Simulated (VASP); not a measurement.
Runs of VASP 6.6.1 on ScAl2N3. The structure is that of space group P6/mmm (No. 191), or close to it. The cells are those of the table. 

| task | spin | cell | k mesh | cutoff (eV) | gap on the mesh (eV) | pressure (GPa) | relaxed volume (Å³/atom) |
| --- | --- | --- | --- | --- | --- | --- | --- |
| single point | collinear, ferromagnetic start | a = 4.615, b = 4.615, c = 3.854 Å, angles 90.0, 90.0, 120.0°, 6 atoms | 6 × 6 × 4 | 520 | none | 0.5 | - |
| single point | off | a = 4.615, b = 4.615, c = 3.854 Å, angles 90.0, 90.0, 120.0°, 6 atoms | 6 × 6 × 4 | 520 | none | 0.5 | - |
| single point | off | a = 4.621, b = 4.621, c = 3.850 Å, angles 90.0, 90.0, 120.0°, 6 atoms | 12 × 12 × 10 | 520 | none | 0.3 | - |
| relaxation of cell and atoms | off | relaxed from a = 3.924, b = 3.924, c = 7.202 Å, angles 90.0, 90.0, 120.0°, 6 atoms | 6 × 6 × 4 | 600 | none | 0.1 | 11.76 |
| relaxation of cell and atoms | off | relaxed from a = 4.615, b = 4.615, c = 3.854 Å, angles 90.0, 90.0, 120.0°, 6 atoms | 12 × 12 × 10 | 600 | none | -0.1 | (a) |

Alike in all rows: level PBE; potentials or basis VASP PAW PBE potentials, release 64 (Sc_sv, Al, N); smearing gaussian 0.1 eV.

Estimate the missing entries.

(a) 11.85.

Caveats: some runs use coarse meshes; the volume moved by over 15 % at a fixed basis, so the end points are rough (some runs).

A gap of «none» marks levels without a gap at the run's occupations.
